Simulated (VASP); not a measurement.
Here is a VASP 6.6.1 calculation.

INCAR

```
SYSTEM = Os
PREC = Accurate
ENCUT = 520
EDIFF = 1E-6
ISMEAR = -1
SIGMA = 0.1
LREAL = .False.
LASPH = .True.
NELM = 100
ALGO = Normal
ISIF = 2
LWAVE = .False.
LCHARG = .False.
GGA = PE
NBANDS = 19
```

File KPOINTS:

```
Automatic mesh
0
Gamma
  9 9 13
  0 0 0
```

File POSCAR:

```
Os
1.0
    4.0062680809      0.0000000000      0.0000000000
   -2.0031340404      3.4695299324      0.0000000000
    0.0000000000      0.0000000000      2.4807967506
Os
3
Direct
    0.0000000000      0.0000000000      0.0000000000
    0.3333333333      0.6666666667      0.5000000000
    0.6666666667      0.3333333333      0.5000000000
```

Potentials or basis: VASP PAW PBE potentials, release 64 (Os).

Command:

```sh
$ cat potpaw_PBE.64/Os/POTCAR > POTCAR
$ mpirun -np 1 vasp_std > vasp.out
```

Problem. What does it give for the band gap on the k mesh?

Solution. Zero (band 12 reaches 14.67 eV, above the bottom of band 13 at 11.01 eV).

Problem. Predict the pressure.

Solution. 164.9 GPa.

Stress tensor (GPa, compression positive):
```
164.59   0.00   0.00
  0.00 164.59   0.00
  0.00   0.00 165.59
```

Caveat: spin-orbit coupling is left out, which moves the levels of the heavy elements.
